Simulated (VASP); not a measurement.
# BaTiO3 (P1) in VASP: electric field gradients with LDA

Aim: the electric field gradients of BaTiO3 with LDA.

Everything below comes from runs of VASP 6.6.1. Logs are shortened: lines on timing, memory, paths and dates and some standing lists are left out, and cuts for length are marked.

## (1) The cell of the first run

The typed cell holds 5 atoms: a = 4.079 Å, b = 3.967 Å, c = 3.966 Å, α = 89.93°, β = 90.31°, γ = 89.31°.

## (2) Electric field gradients, LDA (equal xy, yz and zx shear strains of +2 %)

File INCAR:

```
  PREC = Accurate
  ENCUT = 520
  EDIFF = 1E-8
  ISMEAR = -1
  SIGMA = 0.05
  LREAL = F
  LASPH = T
  NELM = 120
  ALGO = Normal
  ISIF = 2
  LWAVE = F
  LCHARG = F
  LEFG = T
  NBANDS = 28
  GGA_COMPAT = F
```

File KPOINTS:

```
regular mesh
0
Gamma
  9 9 9
```

File POSCAR:

```
BaTiO3
1.0
    2.8671710233      1.6840089696      2.3623338393
   -2.7881652917      1.6274556064      2.3057804761
   -0.0094737834     -3.2419326277      2.2850805086
Ba Ti O
1 1 3
Direct
    0.0000000000      0.0000000000      0.0000000000
    0.5140000000      0.5140000000      0.5140000000
    0.4916000000      0.4916000000      0.9815000000
    0.4916000000      0.9815000000      0.4916000000
    0.9815000000      0.4916000000      0.4916000000
```

Potentials or basis: VASP PAW LDA potentials, release 64 (Ba_sv, Ti_sv, O).

Run with:

```bash
$ cat potpaw_LDA.64/Ba_sv/POTCAR potpaw_LDA.64/Ti_sv/POTCAR potpaw_LDA.64/O/POTCAR > POTCAR
$ mpirun -np 1 vasp_std > vasp.out
```

OUTCAR:

```text
PREC = Accurate
   ENCUT = 520
   EDIFF = 1E-8
   ISMEAR = -1
   LREAL = F
   LASPH = T
   NELM = 120
   ISIF = 2

 ion  position               nearest neighbor table
   1  0.000  0.000  0.000-   5 2.76   4 2.79   5 2.80   5 2.81   3 2.82   3 2.83   3 2.83   4 2.85
                             5 2.86   4 2.86   4 2.89   3 2.91   2 3.38   2 3.41   2 3.43   2 3.45
   2  0.514  0.514  0.514-   4 1.86   3 1.86   5 1.91   3 2.12   4 2.12   5 2.18   1 3.38   1 3.41
                             1 3.43   1 3.45   1 3.48   1 3.49   1 3.52   1 3.57
   3  0.492  0.492  0.981-   2 1.86   2 2.12   1 2.82   1 2.83   1 2.83   1 2.91
   4  0.492  0.981  0.492-   2 1.86   2 2.12   1 2.79   1 2.85   1 2.86   1 2.89
   5  0.981  0.492  0.492-   2 1.91   2 2.18   1 2.76   1 2.80   1 2.81   1 2.86

  LATTYP: Found a triclinic cell.
 ALAT       =     5.6559018204
 B/A-ratio  =     0.7014360780
 C/A-ratio  =     0.7012735876
 COS(alpha) =     0.0012206235
 COS(beta)  =     0.0048005029
 COS(gamma) =     0.6928112928

  Lattice vectors:

 A1 = (   5.6553363150,   0.0565533632,   0.0565533632)
 A2 = (   2.7881652917,  -1.6274556064,  -2.3057804761)
 A3 = (   0.0094737834,   3.2419326277,  -2.2850805086)

Analysis of symmetry for initial positions (statically):
=====================================================================
 Subroutine PRICEL returns:
 Original cell was already a primitive cell.

 Routine SETGRP: Setting up the symmetry group for a
 triclinic supercell.

 Subroutine GETGRP returns: Found  1 space group operations
 (whereof  1 operations were pure point group operations)
 out of a pool of  2 trial point group operations.

The static configuration has the point symmetry C_1 .

Analysis of symmetry for dynamics (positions and initial velocities):
=====================================================================
 Subroutine PRICEL returns:
 Original cell was already a primitive cell.

 Routine SETGRP: Setting up the symmetry group for a
 triclinic supercell.

 Subroutine GETGRP returns: Found  1 space group operations
 (whereof  1 operations were pure point group operations)
 out of a pool of  2 trial point group operations.

The dynamic configuration has the point symmetry C_1 .

 Subroutine INISYM returns: Found  1 space group operations
 (whereof  1 operations are pure point group operations),
 and found     1 'primitive' translations

----------------------------------------------------------------------------------------

                                     Primitive cell

  volume of cell :      64.1773

  direct lattice vectors                    reciprocal lattice vectors
     2.867171023  1.684008970  2.362333839     0.174423948  0.098934375  0.141085197
    -2.788165292  1.627455606  2.305780476    -0.179294382  0.102436537  0.144587359
    -0.009473783 -3.241932628  2.285080509     0.000597744 -0.205643604  0.145869239

  length of vectors
     4.078869581  3.967253590  3.966334561     0.245187188  0.252081781  0.252125929

  position of ions in fractional coordinates (direct lattice)
     0.000000000  0.000000000  0.000000000
     0.514000000  0.514000000  0.514000000
     0.491600000  0.491600000  0.981500000
     0.491600000  0.981500000  0.491600000
     0.981500000  0.491600000  0.491600000

  ion indices of the primitive-cell ions
   primitive index   ion index
                 1           1
                 2           2
                 3           3
                 4           4
                 5           5

----------------------------------------------------------------------------------------

 KPOINTS: regular mesh

Automatic generation of k-mesh.
 Grid dimensions read from file:
 generate k-points for:    9    9    9

[... 52 lines left out ...]
   NGXF,Y,Z  is equivalent  to a cutoff of  24.45, 25.14, 25.15 a.u.
 SYSTEM =  unknown system
   PREC   = accura    normal or accurate (medium, high low for compatibility)
   ISTART =      0    job   : 0-new  1-cont  2-samecut
   ICHARG =      2    charge: 1-file 2-atom 10-const
   ISPIN  =      1    spin polarized calculation?
   LNONCOLLINEAR =      F non collinear calculations
   LSORBIT =      F    spin-orbit coupling
   LASPH  =      T    aspherical Exc in radial PAW
   ENCUT  =  520.0 eV  38.22 Ry    6.18 a.u.   7.58  7.38  7.37*2*pi/ulx,y,z
   NELM   =    120;   NELMIN=  2; NELMDL= -5     # of ELM steps
   EDIFF  = 0.1E-07   stopping-criterion for ELM
   LREAL  =      F    real-space projection
   EDIFFG = 0.1E-06   stopping-criterion for IOM
   NSW    =      0    number of steps for IOM
   IBRION =     -1    ionic relax: 0-MD 1-quasi-New 2-CG
   NFREE  =      0    steps in history (QN), initial steepest desc. (CG)
   ISIF   =      2    stress and relaxation
   ISYM   =      2    0-nonsym 1-usesym 2-fastsym
   POTIM  = 0.5000    time-step for ionic-motion
   TEBEG  =    0.0;   TEEND  =   0.0 temperature during run
   PSTRESS=    0.0 pullay stress
   NELECT =      40.0000    total number of electrons
   NUPDOWN=      -1.0000    fix difference up-down
   EMIN   =  10.00;   EMAX   =-10.00  energy-range for DOS
   EFERMI =   0.00;   METHOD = LEGACY
   ISMEAR =    -1;   SIGMA  =   0.05  broadening in eV -4-tet -1-fermi 0-gaus
   EFERMI_NEDOS =   21; number of points for ismear=-14 and -15
   IALGO  =     38    algorithm
   IMIX   =      4    mixing-type and parameters
     AMIX     =   0.40;   BMIX     =  1.00
     AMIX_MAG =   1.60;   BMIX_MAG =  1.00
  volume/ion in A,a.u.               =      12.84        86.62
  Fermi-wavevector in a.u.,A,eV,Ry     =   1.398410  2.642611 26.606868  1.955550
  Thomas-Fermi vector in A             =   2.521570
   LORBIT       =      0    0 simple, 1 ext, 2 COOP (PROOUT), +10 PAW based schemes
   GGA     = CA    functional components
   LHFCALC =     F    Hartree Fock is set to
   AEXX    =    0.0000 exact exchange contribution
   IVDW    =     0    specifies the selected vdW correction
   LEPSILON=     F    determine dielectric tensor
   LRPA    =     F    only Hartree local field effects (RPA)
 non-spin polarized calculation
  energy-cutoff  :      520.00
  volume of cell :       64.18
 maximum number of plane-waves:      1758
   NGX = 15   NGY = 15   NGZ = 15

 number of electron      40.0000003 magnetization

 Free energy of the ion-electron system (eV)
  ---------------------------------------------------
  ext. energy  EPLUGINS =         0.00000000
  ---------------------------------------------------
  free energy    TOTEN  =       -44.11633669 eV

  energy without entropy =      -44.11633669  energy(sigma->0) =      -44.11633669

 E-fermi :   4.5027     XC(G=0): -11.7170

 val. band max:        3.4433253005   @ k =   0.4444  -0.4444   0.4444
 cond. band min:       5.7080937662   @ k =   0.0000   0.0000   0.0000
 fundamental gap:      2.2647684658
 Fermi energy:         4.5026584723

 k-point     1 :       0.0000    0.0000    0.0000
  band No.  band energies     occupation
      1     -52.0949      2.00000
      2     -28.7660      2.00000
      3     -28.7592      2.00000
      4     -28.7348      2.00000
      5     -21.1889      2.00000
      6     -13.0740      2.00000
[... 733 lines left out ...]
     27      10.2505      0.00000
     28      11.7033      0.00000

 [... further k-points ...]

------------------------ aborting loop because EDIFF is reached ----------------------------------------

  FORCE on cell =-STRESS in cart. coord.  units (eV):
  Direction    XX          YY          ZZ          XY          YZ          ZX
  --------------------------------------------------------------------------------------
  -------------------------------------------------------------------------------------
  Total       -1.3543897     -1.4990621     -1.5286394     -0.8270293     -0.7963284     -0.7261369
  in kB      -33.8121679    -37.4238967    -38.1622891    -20.6466818    -19.8802380    -18.1279147
  external PRESSURE =     -36.4661179 kB  Pullay stress =       0.0000000 kB

 VOLUME and BASIS-vectors are now :
 -----------------------------------------------------------------------------
  energy-cutoff  :      520.00
  volume of cell :       64.18
      direct lattice vectors                 reciprocal lattice vectors
     2.867171023  1.684008970  2.362333839     0.174423948  0.098934375  0.141085197
    -2.788165292  1.627455606  2.305780476    -0.179294382  0.102436537  0.144587359
    -0.009473783 -3.241932628  2.285080509     0.000597744 -0.205643604  0.145869239

 POSITION                                       TOTAL-FORCE (eV/Angst)
 -----------------------------------------------------------------------------------
      0.00000      0.00000      0.00000         0.018056      0.008993      0.099821
      0.03574      0.03574      3.57394         0.266750      0.177066     -0.036157
      0.02954     -1.55404      4.53765         0.025280     -0.231763      0.027212
     -1.33174      0.83147      4.54779        -0.204375      0.128411      0.032866
      1.43881      0.85918      4.57550        -0.105712     -0.082707     -0.123743
 -----------------------------------------------------------------------------------
    total drift:                                0.000694      0.000395     -0.000863

  FREE ENERGIE OF THE ION-ELECTRON SYSTEM (eV)
  ---------------------------------------------------
  free  energy   TOTEN  =       -44.1163366875 eV

  energy  without entropy=      -44.1163366874  energy(sigma->0) =      -44.11633669

 Electric field gradients (V/A^2)
---------------------------------------------------------------------
 ion       V_xx      V_yy      V_zz      V_xy      V_xz      V_yz
---------------------------------------------------------------------
   1      -6.131     2.929     3.202     5.225     2.283     6.528
   2       2.442   -13.571    11.129     9.697    14.890     7.120
   3      -6.807     5.514     1.293     2.854     3.468    -9.600
   4       2.892    -5.620     2.728    -3.933    -6.445     8.540
   5       4.123    -5.847     1.724    11.347    15.053     9.673
---------------------------------------------------------------------

 Electric field gradients after diagonalization (V/A^2)
 (convention: |V_zz| > |V_xx| > |V_yy|)
----------------------------------------------------------------------
 ion       V_xx      V_yy      V_zz     asymmetry (V_yy - V_xx)/ V_zz
----------------------------------------------------------------------
   1      -8.565    -2.669    11.234       0.525
   2     -18.140    -7.563    25.702       0.412
   3     -11.111    -2.121    13.232       0.679
   4     -10.952    -2.503    13.455       0.628
   5     -13.264   -11.917    25.180       0.054
----------------------------------------------------------------------

           NMR quadrupolar parameters

 Cq : quadrupolar parameter    Cq=e*Q*V_zz/h
 eta: asymmetry parameters     (V_yy - V_xx)/ V_zz
 Q  : nuclear electric quadrupole moment in mb (millibarn)
----------------------------------------------------------------------
 ion       Cq(MHz)       eta       Q (mb)
----------------------------------------------------------------------
   1       0.027       0.525       1.000
   2       0.062       0.412       1.000
   3       0.032       0.679       1.000
   4       0.033       0.628       1.000
   5       0.061       0.054       1.000
----------------------------------------------------------------------
```

Run time: 15 min. Hardware: 1 thread of Oxide Virtual Turin-like, shared host; peak memory 0.61 GiB.

Results:

```yaml
Free_energy: -44.1163 eV
Pressure: -3.6 GPa
Largest_force: 0.322 eV/Å
Band_gap_on_the_k_mesh: 2.26 eV (least direct gap 2.60 eV)
Largest_electric_field_gradient_by_atom: Ba +11.2; Ti +25.7; O +13.2, +13.5, +25.2 V/Å²
```

Forces on the atoms (eV/Å):
```
Ba   0.018  0.009  0.100
Ti   0.267  0.177 -0.036
O    0.025 -0.232  0.027
O   -0.204  0.128  0.033
O   -0.106 -0.083 -0.124
```

Electric field gradients, principal values (V/Å²):
| atom | least | middle | greatest (by size) |
| --- | --- | --- | --- |
| 1 Ba | -2.669 | -8.565 | 11.234 |
| 2 Ti | -7.563 | -18.140 | 25.702 |
| 3 O | -2.121 | -11.111 | 13.232 |
| 4 O | -2.503 | -10.952 | 13.455 |
| 5 O | -11.917 | -13.264 | 25.180 |

Caveat: the cell differs from its parent crystal (equal xy, yz and zx shear strains of +2 %); the cell stands under tension; without QUAD_EFG the Cq values of the log hold for a quadrupole moment of 1 mb, not for the nuclei; spin-orbit coupling is left out, which moves the levels of the heavy elements. A k mesh can miss the band edges.
